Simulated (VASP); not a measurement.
A run of VASP 6.6.1:

File INCAR:

```
SYSTEM = Co
PREC = Accurate
ENCUT = 520
EDIFF = 1E-6
ISMEAR = -1
SIGMA = 0.08
LREAL = .False.
LASPH = .True.
NELM = 80
ALGO = Normal
ISIF = 2
LWAVE = .False.
LCHARG = .True.
GGA = PE
LELF = .True.
LVHAR = .True.
NBANDS = 16
```

Contents of KPOINTS:

```
Automatic mesh
0
Gamma
  15 15 8
  0 0 0
```

File POSCAR:

```
Co
1.0
    2.3281490520      0.0000000000      0.0000000000
   -1.1640745260      2.0162362228      0.0000000000
    0.0000000000      0.0000000000      3.8031990018
Co
2
Direct
    0.6666666667      0.3333333333      0.2598610000
    0.3333333333      0.6666666667      0.7401390000
```

Potentials or basis: VASP PAW PBE potentials, release 64 (Co).

Command:

```bash
$ cat potpaw_PBE.64/Co/POTCAR > POTCAR
$ mpirun -np 1 vasp_std > vasp.out
```

Hardware: 1 thread of Intel(R) Xeon(R) 6975P-C (Granite Rapids), with other jobs on the host.

Question: How long does it take, and how much memory?

Answer: Wall time 28 s on 1 thread of Intel(R) Xeon(R) 6975P-C (Granite Rapids), with other jobs on the host, peak memory 0.16 GiB. Counts: scf iterations 12, k points 192.
